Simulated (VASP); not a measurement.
Set up this calculation in VASP 6.6.1, as the native input.

* Task: single point
* Functional: PBE
* Potentials or basis: VASP PAW PBE potentials, release 64 (Fe, Al)
* Cutoff: 520 eV
* k mesh: 8 × 8 × 8
* Occupations: fermi-dirac, width 0.05 eV
* Spin: collinear spin, ferromagnetic start
* Starting moments: [0.8, 0.0] μB
* Fixed moment: 0.8 μB
* Dipole correction: no
* Further INCAR settings: ALGO = Normal; EDIFF = 1e-06; NBANDS = 16

The structure of AlFe lies in POSCAR:

```
AlFe
1.0
    2.9100000000      0.0000000000      0.0000000000
    0.0000000000      2.9100000000      0.0000000000
    0.0000000000      0.0000000000      2.9100000000
Fe Al
1 1
Direct
    0.5000000000      0.5000000000      0.5000000000
    0.0000000000      0.0000000000      0.0000000000
```

The input as run:

INCAR

```
SYSTEM = AlFe
PREC     = Accurate       ! precision mode
ENCUT    = 520            ! plane-wave cutoff, eV
EDIFF    = 1E-6           ! SCF threshold, eV
ISMEAR   = -1             ! smearing method
SIGMA    = 0.05           ! smearing width, eV
LREAL    = .FALSE.        ! projectors in reciprocal space
LASPH    = .TRUE.         ! aspherical terms in the spheres
NELM     = 150            ! most SCF steps
ALGO     = Normal         ! electronic algorithm
ISIF     = 2              ! what is computed and relaxed
LWAVE    = .FALSE.        ! write WAVECAR
LCHARG   = .FALSE.        ! write CHGCAR
ISPIN    = 2              ! spin polarisation
MAGMOM   = 0.8 0          ! initial moments
LORBIT   = 11             ! projections on sites
NUPDOWN  = 0.8            ! fixed moment
LMAXMIX  = 4              ! l up to which the mixer works
GGA      = PE             ! functional
NBANDS   = 16             ! bands
```

KPOINTS

```
regular mesh
0
G
  8 8 8
  0 0 0
```

Potentials or basis: VASP PAW PBE potentials, release 64 (Fe, Al).

The run is started by

```sh
$ cat potpaw_PBE.64/Fe/POTCAR potpaw_PBE.64/Al/POTCAR > POTCAR
$ mpirun -np 1 vasp_std > vasp.out
```

Results of the run:

* Pressure: -5.5 GPa
* Net moment: 0.80 μB per cell
* Site moments: Fe +0.85; Al -0.03 μB
* Valence electrons inside the program's atomic spheres: Fe 7.34; Al 0.82

Caveat: the total moment is fixed, so each spin has its own Fermi level.

It took 16 s on 1 thread of Intel(R) Xeon(R) Platinum 8488C (Sapphire Rapids), on a shared host, peak memory 0.15 GiB.
